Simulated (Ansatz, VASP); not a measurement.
## Two plane-wave programs on As

```
As
1.0
     3.63500    0.00000    0.00000
    -1.81750    3.14800    0.00000
     0.00000    0.00000   28.57424
As
2
Direct
  0.33333 0.66667 0.47904
  0.66667 0.33333 0.52096
```

Alike in both runs: task single point; functional PBE; dispersion D3(BJ); k mesh 9 × 9 × 1; occupations gaussian, width 0.02 eV; no spin polarisation.

|  | VASP | Ansatz |
| --- | --- | --- |
| version | VASP 6.6.1 | Ansatz 0.2.0 |
| potentials or method | VASP PAW PBE potentials, release 64 (As), cutoff 520 eV | scalar-relativistic, plane waves, PAW |
| valence electrons in the cell | 10 | 30 |

Ansatz gave:

| Property | Result |
| --- | --- |
| gap on the k mesh at the Fermi level (eV) | 0.99 |
| least direct gap on the mesh (eV) | 1.07 |
| rms of the force components (eV/Å) | 1.395 |

What did VASP give for the same quantities?

gap on the k mesh at the Fermi level (eV): 0.92; least direct gap on the mesh (eV): 1.01; rms of the force components (eV/Å): 1.469.

Atom by atom the forces differ by 0.075 eV/Å (rms over components). VASP's potentials hold 10 valence electrons a cell and Ansatz's 30, so a difference there can come from the potentials and not from the codes.
